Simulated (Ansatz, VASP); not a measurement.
One calculation of Ti, two programs

Contents of INCAR:

```
SYSTEM = Ti
  PREC = Accurate
  ENCUT = 520
  EDIFF = 1E-6
  ISMEAR = 0
  SIGMA = 0.15
  LREAL = .False.
  LASPH = .True.
  NELM = 100
  ALGO = Fast
  ISIF = 2
  LWAVE = .False.
  LCHARG = .False.
  GGA = PS
  NBANDS = 25
```

Contents of KPOINTS:

```
Automatic mesh
0
Gamma
  12 12 18
  0 0 0
```

File POSCAR:

```
Ti
1.0
    4.2895255605      0.0000000000      0.0000000000
   -2.1447627802      3.7148381056      0.0000000000
    0.0000000000      0.0000000000      2.7987936544
Ti
3
Direct
    0.0000000000      0.0000000000      0.0000000000
    0.3333333333      0.6666666667      0.5000000000
    0.6666666667      0.3333333333      0.5000000000
```

Input for Ansatz:

```yaml
crystal:
  lattice:
    - [4.2895255605, 0.0, 0.0]
    - [-2.1447627802, 3.7148381056, 0.0]
    - [0.0, 0.0, 2.7987936544]
  atoms:
    - { symbol: Ti, position: [0.0, 0.0, 0.0] }
    - { symbol: Ti, position: [0.3333333333, 0.6666666667, 0.5] }
    - { symbol: Ti, position: [0.6666666667, 0.3333333333, 0.5] }
basis:
  ecutwfc: 420
kpoints:
  mp_grid: { grid: [12, 12, 18] }
hamiltonian:
  xc: pbesol
scf:
  occupations: { method: gaussian, width: 0.15 }
output:
  forces: true
  stress: true
  eigenvalues: true
```

Change from the starting cell: strain -0.050 along x and y, +0.000 along z, atoms carried along.

Alike in both runs: task single point; functional PBEsol; k mesh 12 × 12 × 18; occupations gaussian, width 0.15 eV; no spin polarisation.

|  | VASP | Ansatz |
| --- | --- | --- |
| version | VASP 6.6.1 | Ansatz 0.2.0 |
| potentials or method | VASP PAW PBE potentials, release 64 (Ti_sv), cutoff 520 eV | scalar-relativistic, plane waves, PAW |
| valence electrons in the cell | 36 | 36 |

|  | VASP | Ansatz | Ansatz less VASP |
| --- | --- | --- | --- |
| gap on the k mesh at the Fermi level (eV) | none | none | - |
| pressure (GPa) | 13.7 | 14.4 | +0.72 |
| traceless stress, the component that is largest in VASP (GPa) | -6.75 | -6.75 | -0.001 |

VASP's potentials were made for PBE, not for PBEsol. A gap of «none» marks a metal or a gap that the smearing closes. With one functional, cell and mesh, what is left measures potentials, basis and numerics.
